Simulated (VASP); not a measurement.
A run of VASP 6.6.1:

File INCAR:

```
ALGO = Fast
DIPOL = 0.5 0.5 0.500
EDIFF = 1E-6
ENCUT = 520
GGA = PS
IDIPOL = 3
ISIF = 2
ISMEAR = 0
ISYM = 0
LASPH = True
LCHARG = False
LDIPOL = True
LREAL = Auto
LWAVE = False
NBANDS = 86
NELM = 80
PREC = Accurate
SIGMA = 0.1
```

The input KPOINTS:

```
k-points
0
Gamma
  10 5 1
```

File POSCAR:

```
ZrSi2
1.0
    3.6742585517      0.0000000000      0.0000000000
   -1.8371292758      7.2829450145      0.0000000000
    0.0000000000      0.0000000000     25.9702967253
Zr Si
7 14
Direct
    0.8952826024      0.7905652049      0.2887914635
    0.1047173976      0.2094347951      0.3591943090
    0.8952826024      0.7905652049      0.4295971545
    0.1047173976      0.2094347951      0.5000000000
    0.8952826024      0.7905652049      0.5704028455
    0.1047173976      0.2094347951      0.6408056910
    0.8952826024      0.7905652049      0.7112085365
    0.5539585034      0.1079170068      0.2887914635
    0.2502317899      0.5004635797      0.2887914635
    0.4460414966      0.8920829932      0.3591943090
    0.7497682101      0.4995364203      0.3591943090
    0.5539585034      0.1079170068      0.4295971545
    0.2502317899      0.5004635797      0.4295971545
    0.4460414966      0.8920829932      0.5000000000
    0.7497682101      0.4995364203      0.5000000000
    0.5539585034      0.1079170068      0.5704028455
    0.2502317899      0.5004635797      0.5704028455
    0.4460414966      0.8920829932      0.6408056910
    0.7497682101      0.4995364203      0.6408056910
    0.5539585034      0.1079170068      0.7112085365
    0.2502317899      0.5004635797      0.7112085365
```

Potentials or basis: VASP PAW PBE potentials, release 64 (Zr_sv, Si).

Launch:

```bash
$ cat potpaw_PBE.64/Zr_sv/POTCAR potpaw_PBE.64/Si/POTCAR > POTCAR
$ mpirun -np 1 vasp_std > vasp.out
```

Hardware: 1 thread of Oxide Virtual Turin-like Processor, with other jobs on the host.

Task: How long does it take, and how much memory?

Result: Run time: 2.2 h on 1 thread of Oxide Virtual Turin-like Processor, with other jobs on the host, peak memory 1.2 GiB. Counts: scf iterations 30, k points 26.
